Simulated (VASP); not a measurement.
Set up this calculation in VASP 6.6.1, as the native input.

```yaml
Task: single point
Functional: PBEsol
Potentials_or_basis: VASP PAW PBE potentials, release 64 (Ga_d, N)
Cutoff: 520 eV
k_mesh: 10 × 10 × 5
Occupations: fermi-dirac, width 0.05 eV
Spin: no spin polarisation
Dipole_correction: no
Further_INCAR_settings: ALGO = Normal; EDIFF = 1e-06; NBANDS = 26
```

The structure of GaN lies in POSCAR:

```
GaN
1.0
    3.0547189630      0.0000000000      0.0000000000
   -1.5273594815      2.6454642234      0.0000000000
    0.0000000000      0.0000000000      4.9819543004
Ga N
2 2
Direct
    0.6666666667      0.3333333333      0.4994830744
    0.3333333333      0.6666666667     -0.0005169256
    0.6666666667      0.3333333333      0.8755169256
    0.3333333333      0.6666666667      0.3755169256
```

These files were run (other wordings do the same):

INCAR

```
  ALGO = Normal
  EDIFF = 1E-6
  ENCUT = 520
  GGA = PS
  ISIF = 2
  ISMEAR = -1
  LASPH = T
  LCHARG = T
  LELF = T
  LREAL = F
  LVHAR = T
  LWAVE = F
  NBANDS = 26
  NELM = 60
  PREC = Accurate
  SIGMA = 0.05
```

KPOINTS

```
k-points
0
Gamma
  10 10 5
```

Potentials or basis: VASP PAW PBE potentials, release 64 (Ga_d, N).

Run with:

```console
$ cat potpaw_PBE.64/Ga_d/POTCAR potpaw_PBE.64/N/POTCAR > POTCAR
$ mpirun -np 1 vasp_std > vasp.out
```

Results of the run:

```yaml
Pressure: 29.7 GPa
Band_gap_on_the_k_mesh: 2.70 eV, direct
```

Caveat: the PAW data sets were made with another functional, which shifts forces and pressure a little.

Run time: 27 s on 1 thread of AMD EPYC 9R45 96-Core Processor (Zen 5), with other jobs on the host, peak memory 0.15 GiB.
